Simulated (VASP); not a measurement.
## V: density of states with PBEsol

The system is V.

```
V
1.0
    -1.51435    1.51435    1.51435
     1.51435   -1.51435    1.51435
     1.51435    1.51435   -1.51435
V
1
Cartesian
  0.0000 0.0000 0.0000
```

```json
{"Program": "VASP 6.6.1", "Task": "density of states", "Functional": "PBEsol", "Potentials or basis": "VASP PAW PBE potentials, release 64 (V_sv)", "Cutoff": "520 eV", "k mesh": "12 × 12 × 12", "Occupations": "fermi-dirac, width 0.05 eV", "Spin": "collinear spin, ferromagnetic start", "Starting moments": "[2.0] μB", "Dipole correction": "no", "k mesh for the DOS": "18 × 18 × 18", "Occupations for the DOS": "tetrahedron", "Further INCAR settings": "ALGO = Fast; EDIFF = 1e-06; NBANDS = 16"}
```

* Net moment: 0.00 μB per cell
* Valence electrons inside the program's atomic spheres: V 11.60

Levels at points of the mesh, in eV from the Fermi level:
Spin up:
```csv
k point,band 3,band 4,band 5,band 6,band 7,band 8,band 9,band 10
"(0.00, 0.00, 0.00)",-36.95,-36.95,-6.52,0.41,0.41,0.41,2.34,2.34
"(0.50, 0.00, 0.00)",-37.21,-36.96,-3.08,-1.07,1.55,2.34,2.68,3.98
"(0.50, 0.50, 0.50)",-37.52,-37.52,-2.86,-2.86,3.61,3.61,3.61,9.90
```
Spin down:
| k point | band 2 | band 3 | band 4 | band 5 | band 6 | band 7 | band 8 | band 9 | band 10 | band 11 |
| --- | --- | --- | --- | --- | --- | --- | --- | --- | --- | --- |
| (0.00, 0.00, 0.00) | -36.95 | -36.95 | -36.95 | -6.52 | 0.41 | 0.41 | 0.41 | 2.34 | 2.34 | 20.25 |
| (0.50, 0.00, 0.00) | -37.78 | -37.21 | -36.96 | -3.08 | -1.07 | 1.55 | 2.34 | 2.68 | 3.98 | 9.80 |
| (0.50, 0.50, 0.50) | -37.52 | -37.52 | -37.52 | -2.86 | -2.86 | 3.61 | 3.61 | 3.61 | 9.90 | 9.90 |

Wall time 110 s on 1 thread of AMD EPYC 7R13, on a shared host, peak memory 0.18 GiB.
